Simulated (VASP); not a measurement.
In: electric field gradients with PBE

In:

```
In
1.0
    -1.60989    1.60989    2.47395
     1.60989   -1.60989    2.47395
     1.60989    1.60989   -2.47395
In
1
Direct
  0.00000 0.00000 0.00000
```

This cell differs from its parent crystal: equal xx and yy strain of -1 %.

- Program: VASP 6.6.1
- Task: electric field gradients
- Functional: PBE
- Potentials or basis: VASP PAW PBE potentials, release 64 (In_d)
- Cutoff: 520 eV
- k mesh: 12 × 12 × 14
- Occupations: fermi-dirac, width 0.05 eV
- Spin: no spin polarisation
- Dipole correction: no
- Further INCAR settings: ALGO = Normal; EDIFF = 1e-08; NBANDS = 12; ISYM = 0

The pressure is 3.0 GPa and the band gap on the k mesh is zero (an odd number of electrons rules out a gap without spin polarisation). The largest electric field gradient by atom is In +21.3 V/Å².

Stress tensor (GPa, compression positive):
```
 2.92 -0.30  0.13
-0.30  2.92  0.13
 0.13  0.13  3.04
```

Levels at points of the mesh, in eV from the Fermi level:
| k point | band 3 | band 4 | band 5 | band 6 | band 7 | band 8 | band 9 | band 10 |
| --- | --- | --- | --- | --- | --- | --- | --- | --- |
| (0.00, 0.00, 0.00) | -14.61 | -14.54 | -14.42 | -9.68 | 10.72 | 10.73 | 10.93 | 11.64 |
| (0.50, 0.00, 0.00) | -14.60 | -14.33 | -14.29 | -4.31 | -3.45 | 7.52 | 9.42 | 11.22 |
| (0.00, 0.50, 0.00) | -14.60 | -14.33 | -14.29 | -4.31 | -3.45 | 7.52 | 9.42 | 11.22 |
| (0.50, 0.50, 0.00) | -14.33 | -14.32 | -14.21 | -1.98 | -1.53 | 3.50 | 3.99 | 7.08 |
| (0.00, 0.00, 0.50) | -14.33 | -14.32 | -14.21 | -1.98 | -1.53 | 3.50 | 3.99 | 7.08 |
| (0.50, 0.00, 0.50) | -14.59 | -14.33 | -14.29 | -4.31 | -3.45 | 7.52 | 9.42 | 11.22 |
| (0.00, 0.50, 0.50) | -14.59 | -14.33 | -14.29 | -4.31 | -3.45 | 7.52 | 9.42 | 11.22 |
| (0.50, 0.50, 0.50) | -14.31 | -14.28 | -14.28 | -3.01 | -2.80 | 4.89 | 4.89 | 8.36 |

Electric field gradients, principal values (V/Å²):
```tsv
atom	least	middle	greatest (by size)
1 In	-8.025	-13.313	21.337
```

Wall time 120 s on 1 thread of Intel(R) Xeon(R) 6975P-C (Granite Rapids) (shared host), peak memory 0.41 GiB.

Caveat: the cell differs from its parent crystal (equal xx and yy strain of -1 %); without QUAD_EFG the Cq values of the log hold for a quadrupole moment of 1 mb, not for the nuclei; spin-orbit coupling is left out, which moves the levels of the heavy elements.
